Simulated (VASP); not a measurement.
# Pb (P6_3/mmc) in VASP: notebook

Aim: see how the results for Pb move with the level of theory and the settings. Levels: revPBE, BLYP, r2SCAN. Tasks: single point.

Program: VASP 6.6.1. These are calculated values, not measurements. Logs are shortened: lines on timing, memory, paths and dates and some standing lists are left out, and cuts for length are marked.

## 1. The cell of the first run

Symmetry: P6_3/mmc, No. 194, hexagonal system. Conventional cell: a = 3.480 Å, b = 3.480 Å, c = 5.590 Å, α = 90.00°, β = 90.00°, γ = 120.00°. Pb (site symmetry -6m2) has 12 Pb at 3.44 to 3.48 Å within 4.5 Å.

## 2. Single point, revPBE

File INCAR:

```
SYSTEM = Pb
PREC     = Accurate       ! precision mode
ENCUT    = 520            ! plane-wave cutoff, eV
EDIFF    = 1E-6           ! SCF threshold, eV
ISMEAR   = -1             ! smearing method
SIGMA    = 0.05           ! smearing width, eV
LREAL    = .FALSE.        ! projectors in reciprocal space
LASPH    = .TRUE.         ! aspherical terms in the spheres
NELM     = 60             ! most SCF steps
ALGO     = Normal         ! electronic algorithm
ISIF     = 2              ! what is computed and relaxed
LWAVE    = .FALSE.        ! write WAVECAR
LCHARG   = .FALSE.        ! write CHGCAR
GGA      = RE             ! functional
NBANDS   = 21             ! bands
```

File KPOINTS:

```
regular mesh
0
G
  9 9 5
  0 0 0
```

File POSCAR:

```
Pb
1.0
    3.4800000000      0.0000000000      0.0000000000
   -1.7400000000      3.0137684052      0.0000000000
    0.0000000000      0.0000000000      5.5900000000
Pb
2
Direct
    0.6666666667      0.3333333333      0.7500000000
    0.3333333333      0.6666666667      0.2500000000
```

Potentials or basis: VASP PAW PBE potentials, release 64 (Pb_d).

Started as:

```bash
$ cat potpaw_PBE.64/Pb_d/POTCAR > POTCAR
$ mpirun -np 1 vasp_std > vasp.out
```

OUTCAR:

```text
SYSTEM = Pb
   PREC = Accurate
   ENCUT = 520
   EDIFF = 1E-6
   ISMEAR = -1
   LREAL = .FALSE.
   LASPH = .TRUE.
   NELM = 60
   ISIF = 2
   GGA = RE

 ion  position               nearest neighbor table
   1  0.667  0.333  0.750-   2 3.44   2 3.44   2 3.44   2 3.44   2 3.44   2 3.44
   2  0.333  0.667  0.250-   1 3.44   1 3.44   1 3.44   1 3.44   1 3.44   1 3.44

  LATTYP: Found a hexagonal cell.
 ALAT       =     3.4800000000
 C/A-ratio  =     1.6063218391

  Lattice vectors:

 A1 = (   3.4800000000,   0.0000000000,   0.0000000000)
 A2 = (  -1.7400000000,   3.0137684052,   0.0000000000)
 A3 = (   0.0000000000,   0.0000000000,   5.5900000000)

Analysis of symmetry for initial positions (statically):
=====================================================================
 Subroutine PRICEL returns:
 Original cell was already a primitive cell.

 Routine SETGRP: Setting up the symmetry group for a
 hexagonal supercell.

 Subroutine GETGRP returns: Found 24 space group operations
 (whereof 12 operations were pure point group operations)
 out of a pool of 24 trial point group operations.

The static configuration has the point symmetry D_3d.
 The point group associated with its full space group is D_6h.

Analysis of symmetry for dynamics (positions and initial velocities):
=====================================================================
 Subroutine PRICEL returns:
 Original cell was already a primitive cell.

 Routine SETGRP: Setting up the symmetry group for a
 hexagonal supercell.

 Subroutine GETGRP returns: Found 24 space group operations
 (whereof 12 operations were pure point group operations)
 out of a pool of 24 trial point group operations.

The dynamic configuration has the point symmetry D_3d.
 The point group associated with its full space group is D_6h.

 Subroutine INISYM returns: Found 24 space group operations
 (whereof 12 operations are pure point group operations),
 and found     1 'primitive' translations

----------------------------------------------------------------------------------------

                                     Primitive cell

  volume of cell :      58.6274

  direct lattice vectors                    reciprocal lattice vectors
     3.480000000  0.000000000  0.000000000     0.287356322  0.165905250  0.000000000
    -1.740000000  3.013768405  0.000000000     0.000000000  0.331810500  0.000000000
     0.000000000  0.000000000  5.590000000     0.000000000  0.000000000  0.178890877

  length of vectors
     3.480000000  3.480000000  5.590000000     0.331810500  0.331810500  0.178890877

  position of ions in fractional coordinates (direct lattice)
     0.666666667  0.333333333  0.750000000
     0.333333333  0.666666667  0.250000000

  ion indices of the primitive-cell ions
   primitive index   ion index
                 1           1
                 2           2

----------------------------------------------------------------------------------------

 KPOINTS: regular mesh

Automatic generation of k-mesh.
 Grid dimensions read from file:
 generate k-points for:    9    9    5

 Generating k-lattice:

  Cartesian coordinates                     Fractional coordinates (reciprocal lattice)
     0.031928480  0.018433917  0.000000000     0.111111111 -0.000000000  0.000000000
     0.000000000  0.036867833  0.000000000     0.000000000  0.111111111  0.000000000
     0.000000000  0.000000000  0.035778175     0.000000000  0.000000000  0.200000000

  Length of vectors
     0.036867833  0.036867833  0.035778175

  Shift w.r.t. Gamma in fractional coordinates (k-lattice)
     0.000000000  0.000000000  0.000000000

 Subroutine IBZKPT returns following result:
 ===========================================

 Found     36 irreducible k-points:

 Following reciprocal coordinates:
            Coordinates               Weight
  0.000000  0.000000  0.000000      1.000000
  0.111111  0.000000  0.000000      6.000000
  0.222222  0.000000  0.000000      6.000000
  0.333333  0.000000  0.000000      6.000000
  0.444444  0.000000  0.000000      6.000000
  0.111111  0.111111  0.000000      6.000000
[... 16 lines left out ...]
  0.333333  0.222222  0.200000     24.000000
  0.333333  0.333333  0.200000      4.000000
 [... further k-points ...]
   k-points           NKPTS =     36   k-points in BZ     NKDIM =     36   number of bands    NBANDS=     21
   number of dos      NEDOS =    301   number of ions     NIONS =      2
   total plane-waves  NPLWV =  32928
   dimension x,y,z NGX =    28 NGY =   28 NGZ =   42
   dimension x,y,z NGXF=    56 NGYF=   56 NGZF=   84
   ions per type =               2
   NGX,Y,Z   is equivalent  to a cutoff of  13.38, 13.38, 12.49 a.u.
   NGXF,Y,Z  is equivalent  to a cutoff of  26.75, 26.75, 24.98 a.u.
 SYSTEM =  Pb
   PREC   = accura    normal or accurate (medium, high low for compatibility)
   ISTART =      0    job   : 0-new  1-cont  2-samecut
   ICHARG =      2    charge: 1-file 2-atom 10-const
   ISPIN  =      1    spin polarized calculation?
   LNONCOLLINEAR =      F non collinear calculations
   LSORBIT =      F    spin-orbit coupling
   LASPH  =      T    aspherical Exc in radial PAW
   ENCUT  =  520.0 eV  38.22 Ry    6.18 a.u.   6.47  6.47 10.39*2*pi/ulx,y,z
   NELM   =     60;   NELMIN=  2; NELMDL= -5     # of ELM steps
   EDIFF  = 0.1E-05   stopping-criterion for ELM
   LREAL  =      F    real-space projection
   EDIFFG = 0.1E-04   stopping-criterion for IOM
   NSW    =      0    number of steps for IOM
   IBRION =     -1    ionic relax: 0-MD 1-quasi-New 2-CG
   NFREE  =      0    steps in history (QN), initial steepest desc. (CG)
   ISIF   =      2    stress and relaxation
   ISYM   =      2    0-nonsym 1-usesym 2-fastsym
   POTIM  = 0.5000    time-step for ionic-motion
   TEBEG  =    0.0;   TEEND  =   0.0 temperature during run
   PSTRESS=    0.0 pullay stress
   NELECT =      28.0000    total number of electrons
   NUPDOWN=      -1.0000    fix difference up-down
   EMIN   =  10.00;   EMAX   =-10.00  energy-range for DOS
   EFERMI =   0.00;   METHOD = LEGACY
   ISMEAR =    -1;   SIGMA  =   0.05  broadening in eV -4-tet -1-fermi 0-gaus
   EFERMI_NEDOS =   21; number of points for ismear=-14 and -15
   IALGO  =     38    algorithm
   IMIX   =      4    mixing-type and parameters
     AMIX     =   0.40;   BMIX     =  1.00
     AMIX_MAG =   1.60;   BMIX_MAG =  1.00
  volume/ion in A,a.u.               =      29.31       197.82
  Fermi-wavevector in a.u.,A,eV,Ry     =   1.279658  2.418203 22.279870  1.637524
  Thomas-Fermi vector in A             =   2.412131
   LORBIT       =      0    0 simple, 1 ext, 2 COOP (PROOUT), +10 PAW based schemes
   GGA     = RE    functional components
   LHFCALC =     F    Hartree Fock is set to
   AEXX    =    0.0000 exact exchange contribution
   IVDW    =     0    specifies the selected vdW correction
   LEPSILON=     F    determine dielectric tensor
   LRPA    =     F    only Hartree local field effects (RPA)
 non-spin polarized calculation
  energy-cutoff  :      520.00
  volume of cell :       58.63
 maximum number of plane-waves:      1595
 NGX is ok and might be reduce to    28
   NGX = 13   NGY = 13   NGZ = 21

 number of electron      28.0000005 magnetization

 Free energy of the ion-electron system (eV)
  ---------------------------------------------------
  ext. energy  EPLUGINS =         0.00000000
  ---------------------------------------------------
  free energy    TOTEN  =        -6.33176130 eV

  energy without entropy =       -6.32131287  energy(sigma->0) =       -6.32653709

 E-fermi :   7.7270     XC(G=0): -10.2812

 val. band max:        7.7252219416   @ k =   0.3333   0.1111   0.2000
 cond. band min:       7.8078940978   @ k =   0.2222   0.1111   0.4000
 fundamental gap:      0.0826721562
 Fermi energy:         7.7270309660

 k-point     1 :       0.0000    0.0000    0.0000
  band No.  band energies     occupation
      1      -9.4233      2.00000
      2      -9.3770      2.00000
      3      -9.3770      2.00000
      4      -9.3745      2.00000
      5      -9.3523      2.00000
      6      -9.3523      2.00000
[... 13 lines left out ...]
     20      16.7596      0.00000
     21      19.2554      0.00000

 k-point     2 :       0.1111    0.0000    0.0000
  band No.  band energies     occupation
      1      -9.4266      2.00000
      2      -9.3911      2.00000
      3      -9.3498      2.00000
      4      -9.3471      2.00000
      5      -9.3315      2.00000
      6      -9.3233      2.00000
[... 13 lines left out ...]
     20      17.7947      0.00000
     21      18.3997      0.00000

 k-point     3 :       0.2222    0.0000    0.0000
  band No.  band energies     occupation
      1      -9.4727      2.00000
      2      -9.3778      2.00000
      3      -9.3536      2.00000
      4      -9.3385      2.00000
      5      -9.3249      2.00000
      6      -9.2709      2.00000
[... 13 lines left out ...]
     20      17.3956      0.00000
     21      18.5634      0.00000

 k-point     4 :       0.3333    0.0000    0.0000
  band No.  band energies     occupation
      1      -9.5218      2.00000
      2      -9.4062      2.00000
      3      -9.3924      2.00000
      4      -9.3673      2.00000
      5      -9.2747      2.00000
      6      -9.2188      2.00000
[... 13 lines left out ...]
     20      16.5615      0.00000
     21      18.2821      0.00000

 k-point     5 :       0.4444    0.0000    0.0000
  band No.  band energies     occupation
      1      -9.5523      2.00000
      2      -9.4435      2.00000
      3      -9.4063      2.00000
      4      -9.3850      2.00000
      5      -9.2445      2.00000
      6      -9.2414      2.00000
[... 13 lines left out ...]
     20      16.1212      0.00000
     21      18.0971      0.00000

 k-point     6 :       0.1111    0.1111    0.0000
  band No.  band energies     occupation
      1      -9.4206      2.00000
      2      -9.4192      2.00000
      3      -9.3397      2.00000
      4      -9.3315      2.00000
      5      -9.3280      2.00000
      6      -9.3093      2.00000
[... 13 lines left out ...]
     20      17.2502      0.00000
     21      17.4880      0.00000

 k-point     7 :       0.2222    0.1111    0.0000
  band No.  band energies     occupation
      1      -9.4679      2.00000
      2      -9.3918      2.00000
      3      -9.3887      2.00000
      4      -9.3536      2.00000
      5      -9.3069      2.00000
      6      -9.2433      2.00000
[... 13 lines left out ...]
     20      16.0970      0.00000
     21      19.1697      0.00000
[... 291 lines left out ...]
      1      -9.4958      2.00000
      2      -9.4441      2.00000
      3      -9.3844      2.00000
      4      -9.3644      2.00000
      5      -9.2988      2.00000
      6      -9.2231      2.00000
[... 13 lines left out ...]
     20      15.8519      0.00000
     21      18.1286      0.00000

 k-point    21 :       0.4444    0.1111    0.2000
  band No.  band energies     occupation
      1      -9.5075      2.00000
      2      -9.4644      2.00000
      3      -9.3832      2.00000
      4      -9.3680      2.00000
      5      -9.3125      2.00000
      6      -9.1966      2.00000
[... 13 lines left out ...]
     20      15.5854      0.00000
     21      18.8641      0.00000

 k-point    22 :       0.2222    0.2222    0.2000
  band No.  band energies     occupation
      1      -9.4427      2.00000
      2      -9.4083      2.00000
      3      -9.3829      2.00000
      4      -9.3811      2.00000
      5      -9.2879      2.00000
      6      -9.2397      2.00000
[... 13 lines left out ...]
     20      17.9075      0.00000
     21      18.5837      0.00000

 k-point    23 :       0.3333    0.2222    0.2000
  band No.  band energies     occupation
      1      -9.4558      2.00000
      2      -9.4237      2.00000
      3      -9.3826      2.00000
      4      -9.3351      2.00000
      5      -9.3010      2.00000
      6      -9.2238      2.00000
[... 13 lines left out ...]
     20      18.4992      0.00000
     21      19.1142      0.00000

 k-point    24 :       0.3333    0.3333    0.2000
  band No.  band energies     occupation
      1      -9.4571      2.00000
      2      -9.3839      2.00000
      3      -9.3839      2.00000
      4      -9.2781      2.00000
      5      -9.2758      2.00000
      6      -9.2758      2.00000
[... 13 lines left out ...]
     20      20.4022      0.00000
     21      20.4022      0.00000

 [... further k-points ...]
[... 5 lines left out ...]
  --------------------------------------------------------------------------------------
  -------------------------------------------------------------------------------------
  Total        1.4509495      1.4509495      2.8804105     -0.0000000      0.0000000      0.0000000
  in kB       39.6517122     39.6517122     78.7161851     -0.0000000      0.0000000      0.0000000
  external PRESSURE =      52.6732032 kB  Pullay stress =       0.0000000 kB

 VOLUME and BASIS-vectors are now :
 -----------------------------------------------------------------------------
  energy-cutoff  :      520.00
  volume of cell :       58.63
      direct lattice vectors                 reciprocal lattice vectors
     3.480000000  0.000000000  0.000000000     0.287356322  0.165905250  0.000000000
    -1.740000000  3.013768405  0.000000000     0.000000000  0.331810500  0.000000000
     0.000000000  0.000000000  5.590000000     0.000000000  0.000000000  0.178890877

 POSITION                                       TOTAL-FORCE (eV/Angst)
 -----------------------------------------------------------------------------------
      1.74000      1.00459      4.19250        -0.000000     -0.000000      0.000000
     -0.00000      2.00918      1.39750         0.000000      0.000000      0.000000
 -----------------------------------------------------------------------------------
    total drift:                               -0.000000      0.000000      0.000000

  FREE ENERGIE OF THE ION-ELECTRON SYSTEM (eV)
  ---------------------------------------------------
  free  energy   TOTEN  =        -6.3317612973 eV

  energy  without entropy=       -6.3213128730  energy(sigma->0) =       -6.32653709
```

Wall time 26 s (1 thread of Intel Xeon Platinum 8375C at 2.90GHz (Ice Lake), shared host); peak memory 0.19 GiB.

What came out:

```
Free energy            : -6.3318 eV
Pressure               : 5.3 GPa
Band gap on the k mesh : zero (band 14 reaches 13.50 eV, above the bottom of band 15 at 5.71 eV)
```

Levels at points of the mesh, in eV from the Fermi level:
| k point | band 11 | band 12 | band 13 | band 14 | band 15 | band 16 | band 17 | band 18 |
| --- | --- | --- | --- | --- | --- | --- | --- | --- |
| (0.00, 0.00, 0.00) | -11.96 | -7.98 | -4.29 | 5.61 | 5.61 | 7.52 | 7.52 | 8.20 |

Caveat: the PAW data sets were made with another functional, which shifts forces and pressure a little; spin-orbit coupling is left out, which moves the levels of the heavy elements.

[end of part 1 of 2]
